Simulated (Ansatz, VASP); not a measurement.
**Two plane-wave programs on MgB2**

File INCAR:

```
ALGO = Normal ; EDIFF = 1E-7
EDIFFG = -0.01 ; ENCUT = 600
GGA = PE ; IBRION = 2
ISIF = 3 ; ISMEAR = 0
LASPH = True ; LCHARG = False
LREAL = False ; LWAVE = False
NELM = 80 ; NSW = 100
PREC = Accurate ; SIGMA = 0.1
```

KPOINTS

```
k-points
0
Gamma
  18 18 14
```

The input POSCAR:

```
MgB2
1.0
    3.0627620200      0.0000000000      0.0000000000
   -1.5313810100      2.6524298200      0.0000000000
    0.0000000000      0.0000000000      3.5208704500
Mg B
1 2
Direct
    0.0000000000      0.0000000000      0.0000000000
    0.6666666900      0.3333333400      0.5000000000
    0.3333333400      0.6666666900      0.5000000000
```

Input for Ansatz:

```yaml
crystal:
  lattice:
    - [3.06276202, 0.0, 0.0]
    - [-1.53138101, 2.65242982, 0.0]
    - [0.0, 0.0, 3.52087045]
  atoms:
    - { symbol: Mg, position: [0.0, 0.0, 0.0] }
    - { symbol: B, position: [0.66666669, 0.33333334, 0.5] }
    - { symbol: B, position: [0.33333334, 0.66666669, 0.5] }
basis:
  ecutwfc: 420
kpoints:
  mp_grid: { grid: [18, 18, 14] }
hamiltonian:
  xc: pbe
scf:
  occupations: { method: gaussian, width: 0.1 }
output:
  forces: true
  stress: true
  eigenvalues: true
relax:
  adjacent_minimum: "off"
  f_tol: 0.01
  max_steps: 80
  cell: { stress_tol: 0.05 }
```

Alike in both runs: task relaxation of cell and atoms; functional PBE; k mesh 18 × 18 × 14; occupations gaussian, width 0.1 eV; no spin polarisation.

|  | VASP | Ansatz |
| --- | --- | --- |
| version | VASP 6.6.1 | Ansatz 0.2.0 |
| potentials or method | VASP PAW PBE potentials, release 64 (Mg, B), cutoff 600 eV | scalar-relativistic, plane waves, PAW |
| valence electrons in the cell | 8 | 16 |

```csv
,VASP,Ansatz,Ansatz less VASP
"gap on the k mesh at the Fermi level, each at its own relaxed structure (eV)",none,none,-
relaxed volume (Å³/atom),9.61,9.62,+0.014
relaxed cell length with the largest relative difference (Å),3.522,3.524,+0.0024
```

A gap of «none» marks a metal or a gap that the smearing closes. VASP's potentials hold 8 valence electrons a cell and Ansatz's 16, so a difference there can come from the potentials and not from the codes. Ansatz's warnings: structure snapped to symmetry.
